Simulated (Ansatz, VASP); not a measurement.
# Mg: VASP beside Ansatz

The input INCAR:

```
PREC     = Accurate       # precision mode
ENCUT    = 520            # plane-wave cutoff, eV
EDIFF    = 1E-7           # SCF threshold, eV
ISMEAR   = 1              # smearing method
SIGMA    = 0.03           # smearing width, eV
LREAL    = F              # projectors in reciprocal space
LASPH    = T              # aspherical terms in the spheres
NELM     = 100            # most SCF steps
ALGO     = Normal         # electronic algorithm
ISIF     = 2              # what is computed and relaxed
LWAVE    = F              # write WAVECAR
LCHARG   = T              # write CHGCAR
GGA      = CA             # functional
LELF     = T              # ELF
LVHAR    = T            
NBANDS   = 9              # bands
```

The input KPOINTS:

```
Automatic mesh
0
Gamma
  12 12 6
```

Contents of POSCAR:

```
Mg
1.0
    3.1325008903      0.0000000000      0.0000000000
   -1.5662504451      2.7128253484      0.0000000000
    0.0000000000      0.0000000000      5.0848940941
Mg
2
Direct
    0.3333333333      0.6666666667      0.2500000000
    0.6666666667      0.3333333333      0.7500000000
```

Input for Ansatz:

```yaml
crystal:
  lattice:
    - [3.1325008903, 0.0, 0.0]
    - [-1.5662504451, 2.7128253484, 0.0]
    - [0.0, 0.0, 5.0848940941]
  atoms:
    - { symbol: Mg, position: [0.3333333333, 0.6666666667, 0.25] }
    - { symbol: Mg, position: [0.6666666667, 0.3333333333, 0.75] }
hamiltonian:
  xc: lda
  pseudopotentials:
    kind: paw
    azcp:
      Mg: "pseudopotentials/Mg.paw.azcp"
basis:
  ecutwfc: 420
  fft_grid_basis: typed
kpoints:
  mp_grid: { grid: [12, 12, 6], shift: [0, 0, 0] }
magnetization:
  spin_polarized: false
scf:
  occupations: { method: cold, width: 0.03 }
  lower_state_search: "off"
output:
  stress: true
```

Alike in both runs: task single point; functional LDA; k mesh 12 × 12 × 6; no spin polarisation.

|  | VASP | Ansatz |
| --- | --- | --- |
| version | VASP 6.6.1 | Ansatz 0.2.0 |
| potentials or method | VASP PAW LDA potentials, release 64 (Mg), cutoff 520 eV | plane waves (420 eV) with PAW, scalar-relativistic |
| occupations | methfessel-paxton of order 1, width 0.03 eV | cold, width 0.03 eV |
| valence electrons in the cell | 4 | 20 |

```tsv
	VASP	Ansatz	Ansatz less VASP
pressure (GPa)	-0.3	0.0	+0.34
traceless stress, the component that is largest in VASP (GPa)	-1.08	-1.01	+0.074
```

Ansatz warns that its potentials were made for another functional, while VASP's fit it. LDA's correlation is that of Perdew and Zunger in VASP and of Perdew and Wang (1992) in Ansatz. VASP's potentials hold 4 valence electrons a cell and Ansatz's 20, so a difference there can come from the potentials and not from the codes.
